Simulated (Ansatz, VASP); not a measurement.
## Sb: VASP beside Ansatz

The input INCAR:

```
PREC = Accurate ; ENCUT = 520
EDIFF = 1E-8 ; ISMEAR = -1
SIGMA = 0.05 ; LREAL = False
LASPH = True ; NELM = 60
ALGO = Normal ; ISIF = 2
LWAVE = False ; LCHARG = False
GGA = PE ; LEFG = True
NBANDS = 8
```

The input KPOINTS:

```
regular mesh
0
Gamma
  13 13 13
```

File POSCAR:

```
Sb
1.0
    3.1600000000      0.0000000000      0.0000000000
    0.0000000000      3.1600000000      0.0000000000
    0.0000000000      0.0000000000      3.0968000000
Sb
1
Direct
    0.0000000000      0.0000000000      0.0000000000
```

Input for Ansatz:

```yaml
crystal:
  lattice:
    - [3.16, 0.0, 0.0]
    - [0.0, 3.16, 0.0]
    - [0.0, 0.0, 3.0968]
  atoms:
    - { symbol: Sb, position: [0.0, 0.0, 0.0] }
kpoints:
  mp_grid: { grid: [13, 13, 13] }
scf:
  occupations: { method: fermi_dirac, width: 0.05 }
hamiltonian:
  xc: pbe
  pseudopotentials: { kind: paw }
output:
  forces: true
  stress: true
  eigenvalues: true
  efg: { contact_densities: true }
  write_density: true
  write_potential: true
  elf: true
  volumetric_format: npy
```

Change from the starting cell: zz strain of -2 %, PAW files.

Alike in both runs: task electric field gradients; functional PBE; k mesh 13 × 13 × 13; occupations fermi-dirac, width 0.05 eV; no spin polarisation.

|  | VASP | Ansatz |
| --- | --- | --- |
| version | VASP 6.6.1 | Ansatz 0.2.0 |
| potentials or method | VASP PAW PBE potentials, release 64 (Sb) | PAW with Ansatz's default frozen-core files, scalar-relativistic |
| plane-wave cutoff (eV) | 520 | 420 |
| valence electrons in the cell | 5 | 15 |

VASP gave:

| Property | Result |
| --- | --- |
| pressure (GPa) | -1.6 |
| traceless stress, the component that is largest in VASP (GPa) | 2.07 |
| size of Vzz on the site where it differs most (V/Å²) | 9.2 |

Question: Which values does Ansatz return?

Answer: Pressure (GPa): -1.5; traceless stress, the component that is largest in VASP (GPa): 2.06; size of Vzz on the site where it differs most (V/Å²): 7.7.

VASP's potentials hold 5 valence electrons a cell and Ansatz's 15, so a difference there can come from the potentials and not from the codes.

Spin-orbit coupling is off throughout.
